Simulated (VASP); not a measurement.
# CdI2 in VASP: single point with PBE+D3(BJ)

Aim: the single point of CdI2 with PBE+D3(BJ).

All numbers are computed with VASP 6.6.1; they aren't measurements. Logs are shortened: lines on timing, memory, paths and dates and some standing lists are left out, and cuts for length are marked.

## Step 1: The cell of the first run

The cell holds a sheet with vacuum, 3 atoms: a = 4.243 Å, b = 4.243 Å, c = 30.720 Å, α = 90.00°, β = 90.00°, γ = 120.00°.

## Step 2: Single point, PBE+D3(BJ)

The input, INCAR:

```
SYSTEM = CdI2
PREC     = Accurate       ! precision mode
ENCUT    = 400            ! plane-wave cutoff, eV
EDIFF    = 1E-6           ! SCF threshold, eV
ISMEAR   = 0              ! smearing method
SIGMA    = 0.03           ! smearing width, eV
LREAL    = .FALSE.        ! projectors in reciprocal space
LASPH    = .TRUE.         ! aspherical terms in the spheres
NELM     = 120            ! most SCF steps
ALGO     = Normal         ! electronic algorithm
ISIF     = 2              ! what is computed and relaxed
LWAVE    = .FALSE.        ! write WAVECAR
LCHARG   = .FALSE.        ! write CHGCAR
LDIPOL   = .TRUE.       
IDIPOL   = 3            
DIPOL    = 0.5 0.5 0.284
GGA      = PE             ! functional
IVDW     = 12             ! dispersion correction
NBANDS   = 20             ! bands
GGA_COMPAT= .FALSE.      
NELMDL   = -8
```

The input, KPOINTS:

```
Automatic mesh
0
G
  12 12 1
  0 0 0
```

The input, POSCAR:

```
CdI2
1.0
    4.2433255047      0.0000000000      0.0000000000
   -2.1216627524      3.6748276836      0.0000000000
    0.0000000000      0.0000000000     30.7199999998
I Cd
2 1
Direct
    0.3333333333      0.6666666667      0.2276158263
    0.6666666667      0.3333333333      0.3407435487
    0.0000000000      0.0000000000      0.2841796875
```

Potentials or basis: VASP PAW PBE potentials, release 64 (I, Cd).

On the command line:

```
> cat potpaw_PBE.64/I/POTCAR potpaw_PBE.64/Cd/POTCAR > POTCAR
> mpirun -np 1 vasp_std > vasp.out
```

OUTCAR:

```text
SYSTEM = CdI2
   PREC = Accurate
   ENCUT = 400
   EDIFF = 1E-6
   ISMEAR = 0
   LREAL = .FALSE.
   LASPH = .TRUE.
   NELM = 120
   ISIF = 2
   GGA = PE
   IVDW = 12
   NELMDL = -8
 IVDW          = 12

 ion  position               nearest neighbor table
   1  0.333  0.667  0.228-   3 3.00   3 3.00   3 3.00
   2  0.667  0.333  0.341-   3 3.00   3 3.00   3 3.00
   3  0.000  0.000  0.284-   1 3.00   2 3.00   2 3.00   1 3.00   2 3.00   1 3.00

  LATTYP: Found a hexagonal cell.
 ALAT       =     4.2433255047
 C/A-ratio  =     7.2396048726

  Lattice vectors:

 A1 = (   4.2433255047,   0.0000000000,   0.0000000000)
 A2 = (  -2.1216627524,   3.6748276836,   0.0000000000)
 A3 = (   0.0000000000,   0.0000000000,  30.7199999998)

Analysis of symmetry for initial positions (statically):
=====================================================================
 Subroutine PRICEL returns:
 Original cell was already a primitive cell.

 Routine SETGRP: Setting up the symmetry group for a
 hexagonal supercell.

 Subroutine GETGRP returns: Found 12 space group operations
 (whereof  6 operations were pure point group operations)
 out of a pool of 24 trial point group operations.

The static configuration has the point symmetry C_3v.
 The point group associated with its full space group is D_3d.

Analysis of symmetry for dynamics (positions and initial velocities):
=====================================================================
 Subroutine PRICEL returns:
 Original cell was already a primitive cell.

 Routine SETGRP: Setting up the symmetry group for a
 hexagonal supercell.

 Subroutine GETGRP returns: Found 12 space group operations
 (whereof  6 operations were pure point group operations)
 out of a pool of 24 trial point group operations.

The dynamic configuration has the point symmetry C_3v.
 The point group associated with its full space group is D_3d.

 Subroutine INISYM returns: Found 12 space group operations
 (whereof  6 operations are pure point group operations),
 and found     1 'primitive' translations

----------------------------------------------------------------------------------------

                                     Primitive cell

  volume of cell :     479.0320

  direct lattice vectors                    reciprocal lattice vectors
     4.243325505  0.000000000  0.000000000     0.235664221  0.136060802  0.000000000
[... 87 lines left out ...]
   NFREE  =      0    steps in history (QN), initial steepest desc. (CG)
   ISIF   =      2    stress and relaxation
   ISYM   =      2    0-nonsym 1-usesym 2-fastsym
   POTIM  = 0.5000    time-step for ionic-motion
   TEBEG  =    0.0;   TEEND  =   0.0 temperature during run
   PSTRESS=    0.0 pullay stress
   NELECT =      26.0000    total number of electrons
   NUPDOWN=      -1.0000    fix difference up-down
   EMIN   =  10.00;   EMAX   =-10.00  energy-range for DOS
   EFERMI =   0.00;   METHOD = LEGACY
   ISMEAR =     0;   SIGMA  =   0.03  broadening in eV -4-tet -1-fermi 0-gaus
   EFERMI_NEDOS =   21; number of points for ismear=-14 and -15
   IALGO  =     38    algorithm
   IMIX   =      4    mixing-type and parameters
     AMIX     =   0.40;   BMIX     =  1.00
     AMIX_MAG =   1.60;   BMIX_MAG =  1.00
  volume/ion in A,a.u.               =     159.68      1077.56
  Fermi-wavevector in a.u.,A,eV,Ry     =   0.619837  1.171323  5.227336  0.384198
  Thomas-Fermi vector in A             =   1.678776
   LORBIT       =      0    0 simple, 1 ext, 2 COOP (PROOUT), +10 PAW based schemes
   GGA     = PE    functional components
   LHFCALC =     F    Hartree Fock is set to
   AEXX    =    0.0000 exact exchange contribution
   IVDW    =    12    specifies the selected vdW correction
   LEPSILON=     F    determine dielectric tensor
   LRPA    =     F    only Hartree local field effects (RPA)
 non-spin polarized calculation
 Gauss-broadening in eV      SIGMA  =   0.03
  energy-cutoff  :      400.00
  volume of cell :      479.03
 maximum number of plane-waves:      8731
 NGX is ok and might be reduce to    28
   NGX = 13   NGY = 13   NGZ =101

 dipolmoment           0.000000      0.000000      0.000002 electrons x Angstroem

 number of electron      26.0000013 magnetization

 dipolmoment           0.000000      0.000000     -0.000000 electrons x Angstroem

 Free energy of the ion-electron system (eV)
  ---------------------------------------------------
  ext. energy  EPLUGINS =         0.00000000
  ---------------------------------------------------
  free energy    TOTEN  =        -5.52316145 eV

  energy without entropy =       -5.52316145  energy(sigma->0) =       -5.52316145

 E-fermi :  -4.2506     XC(G=0):  -2.2353

 val. band max:       -4.4355184511   @ k =   0.0833  -0.0000   0.0000
 cond. band min:      -1.9998551779   @ k =   0.5000   0.0000   0.0000
 fundamental gap:      2.4356632732
 Fermi energy:        -4.2506273031

 k-point     1 :       0.0000    0.0000    0.0000
  band No.  band energies     occupation
      1     -16.3692      2.00000
      2     -15.8893      2.00000
      3     -11.9712      2.00000
      4     -11.9712      2.00000
      5     -11.8558      2.00000
      6     -11.7829      2.00000
[... 426 lines left out ...]
     19       3.8103      0.00000
     20       3.9606      0.00000

------------------------ aborting loop because EDIFF is reached ----------------------------------------

 vacuum level on the upper side and lower side of the slab       (xc-potential included)        -0.058        -0.058

 Edisp (eV)   -0.74673

 E8    (eV) :    -0.3539

  FORCE on cell =-STRESS in cart. coord.  units (eV):
  Direction    XX          YY          ZZ          XY          YZ          ZX
  --------------------------------------------------------------------------------------
  -------------------------------------------------------------------------------------
  Total      -0.06430    -0.06430    -0.07435     0.00000     0.00000     0.00000
  in kB      -0.21507    -0.21507    -0.24869     0.00000     0.00000     0.00000
  external pressure =       -0.23 kB  Pullay stress =        0.00 kB

 VOLUME and BASIS-vectors are now :
 -----------------------------------------------------------------------------
  energy-cutoff  :      400.00
  volume of cell :      479.03
      direct lattice vectors                 reciprocal lattice vectors
     4.243325505  0.000000000  0.000000000     0.235664221  0.136060802  0.000000000
    -2.121662752  3.674827684  0.000000000     0.000000000  0.272121603  0.000000000
     0.000000000  0.000000000 30.720000000     0.000000000  0.000000000  0.032552083

 POSITION                                       TOTAL-FORCE (eV/Angst)
 -----------------------------------------------------------------------------------
     -0.00000      2.44989      6.99236         0.000000      0.000000     -0.019062
      2.12166      1.22494     10.46764        -0.000000     -0.000000      0.019062
      0.00000      0.00000      8.73000        -0.000000     -0.000000      0.000000
 -----------------------------------------------------------------------------------
    total drift:                               -0.000000     -0.000000     -0.000048

  FREE ENERGIE OF THE ION-ELECTRON SYSTEM (eV)
  ---------------------------------------------------
  free  energy   TOTEN  =        -6.2698892032 eV

  energy  without entropy=       -6.2698892032  energy(sigma->0) =       -6.26988920

 vacuum level on the upper side and lower side of the slab         1.770         1.770
```

OSZICAR:

```text
N       E                     dE             d eps       ncg     rms          rms(c)
DAV:   1     0.199433126539E+03    0.19943E+03   -0.69117E+03   760   0.727E+02
DAV:   2     0.161769288451E+02   -0.18326E+03   -0.17612E+03  1060   0.175E+02
DAV:   3    -0.522616204059E+01   -0.21403E+02   -0.21338E+02   888   0.748E+01
[... 16 lines left out ...]
DAV:  20    -0.552315511609E+01   -0.53212E-05   -0.18229E-07   892   0.150E-03    0.107E-03
DAV:  21    -0.552315804692E+01   -0.29308E-05   -0.50797E-08   792   0.863E-04    0.416E-04
DAV:  22    -0.552316000219E+01   -0.19553E-05   -0.42301E-08   844   0.751E-04    0.373E-04
DAV:  23    -0.552316112145E+01   -0.11193E-05   -0.24532E-08   732   0.497E-04    0.245E-04
DAV:  24    -0.552316144855E+01   -0.32710E-06   -0.57387E-09   800   0.311E-04
   1 F= -.62698892E+01 E0= -.62698892E+01  d E =-.237969E-19
```

Run time: 5.2 min. Hardware: 1 thread of Intel Xeon Platinum 8488C (Sapphire Rapids), shared host; peak memory 0.44 GiB.

Results:

* Free energy: -6.2699 eV
* Largest force: 0.019 eV/Å
* Band gap on the k mesh: 2.44 eV (least direct gap 2.66 eV)
* Dispersion energy per atom: -0.249 eV

Forces on the atoms (eV/Å):
```
I    0.000  0.000 -0.019
I    0.000  0.000  0.019
Cd   0.000  0.000  0.000
```

Caveat: spin-orbit coupling is left out, which moves the levels of the heavy elements.
